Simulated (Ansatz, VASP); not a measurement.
## One calculation of CsPbCl3, two programs

INCAR

```
SYSTEM = CsPbCl3
ALGO     = Normal         ! electronic algorithm
EDIFF    = 1E-7           ! SCF threshold, eV
ENCUT    = 520            ! plane-wave cutoff, eV
GGA      = CA             ! functional
ISIF     = 2              ! what is computed and relaxed
ISMEAR   = 0              ! smearing method
LASPH    = .True.         ! aspherical terms in the spheres
LCHARG   = .False.        ! write CHGCAR
LREAL    = .False.        ! projectors in reciprocal space
LWAVE    = .False.        ! write WAVECAR
NBANDS   = 30             ! bands
NELM     = 100            ! most SCF steps
PREC     = Accurate       ! precision mode
SIGMA    = 0.05           ! smearing width, eV
```

KPOINTS

```
k-points
0
Gamma
  6 6 6
  0 0 0
```

POSCAR

```
CsPbCl3
1.0
    5.2687000000      0.0000000000      0.0000000000
    0.0000000000      5.9413000000      0.0000000000
    0.0000000000      0.0000000000      5.6050000000
Cs Pb Cl
1 1 3
Direct
    0.0000000000      0.0000000000      0.0000000000
    0.5000000000      0.5000000000      0.5000000000
    0.0000000000      0.5000000000      0.5000000000
    0.5000000000      0.0000000000      0.5000000000
    0.5000000000      0.5000000000      0.0000000000
```

Input for Ansatz:

```yaml
crystal:
  lattice:
    - [5.2687, 0.0, 0.0]
    - [0.0, 5.9413, 0.0]
    - [0.0, 0.0, 5.605]
  atoms:
    - { symbol: Cs, position: [0.0, 0.0, 0.0] }
    - { symbol: Pb, position: [0.5, 0.5, 0.5] }
    - { symbol: Cl, position: [0.0, 0.5, 0.5] }
    - { symbol: Cl, position: [0.5, 0.0, 0.5] }
    - { symbol: Cl, position: [0.5, 0.5, 0.0] }
basis:
  ecutwfc: 420
kpoints:
  mp_grid: { grid: [6, 6, 6] }
hamiltonian:
  xc: lda
scf:
  occupations: { method: gaussian, width: 0.05 }
output:
  forces: true
  stress: true
  eigenvalues: true
```

Change from the starting cell: strain -0.0600 x Voigt [1, -1, 0, 0, 0, 0], atoms carried along.

Alike in both runs: task single point; functional LDA; k mesh 6 × 6 × 6; occupations gaussian, width 0.05 eV; no spin polarisation.

|  | VASP | Ansatz |
| --- | --- | --- |
| version | VASP 6.6.1 | Ansatz 0.2.0 |
| potentials or method | VASP PAW LDA potentials, release 64 (Cs_sv, Pb_d, Cl), cutoff 520 eV | scalar-relativistic, plane waves, PAW |
| valence electrons in the cell | 44 | 44 |

Ansatz gave:

| Quantity | Value |
| --- | --- |
| gap on the k mesh at the Fermi level (eV) | 1.16 |
| least direct gap on the mesh (eV) | 1.16 |
| pressure (GPa) | -0.5 |
| traceless stress, the component that is largest in VASP (GPa) | 3.59 |

**Question.** What did VASP give for the same quantities?

**Answer.** gap on the k mesh at the Fermi level (eV): 1.13; least direct gap on the mesh (eV): 1.13; pressure (GPa): -0.4; traceless stress, the component that is largest in VASP (GPa): 3.61.

LDA's correlation is that of Perdew and Zunger in VASP and of Perdew and Wang (1992) in Ansatz.

Neither program's run includes spin-orbit coupling.
